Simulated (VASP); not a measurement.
A run of VASP 6.6.1 is set up as follows.

File INCAR:

```
SYSTEM = CaMg
ALGO = Normal ; EDIFF = 1E-6
ENCUT = 520 ; ISIF = 2
ISMEAR = 1 ; LASPH = .TRUE.
LCHARG = .FALSE. ; LREAL = .FALSE.
LWAVE = .FALSE. ; NBANDS = 13
NELM = 100 ; PREC = Accurate
SIGMA = 0.1
```

File KPOINTS:

```
Automatic mesh
0
Gamma
  7 7 8
  0 0 0.5
```

The input POSCAR:

```
CaMg
1.0
    4.0273723800      0.0000000000      0.0000000000
    0.0000000000      4.0273723800      0.0000000000
    0.0000000000      0.0000000000      3.8616243500
Ca Mg
1 1
Direct
    0.0000000000      0.0000000000      0.5000000000
    0.5000000000      0.5000000000      0.0000000000
```

Potentials or basis: VASP PAW LDA potentials, release 64 (Ca_sv, Mg).

Launch:

```console
$ cat potpaw_LDA.64/Ca_sv/POTCAR potpaw_LDA.64/Mg/POTCAR > POTCAR
$ mpirun -np 1 vasp_std > vasp.out
```

Question: Estimate the pressure.

Answer: -2.3 GPa.

Question: Predict the band gap on the k mesh.

Answer: Zero (bands 6 and 7 overlap by 1.28 eV).

Stress tensor (GPa, compression positive):
```
-2.42  0.00  0.00
 0.00 -2.42  0.00
 0.00  0.00 -2.03
```
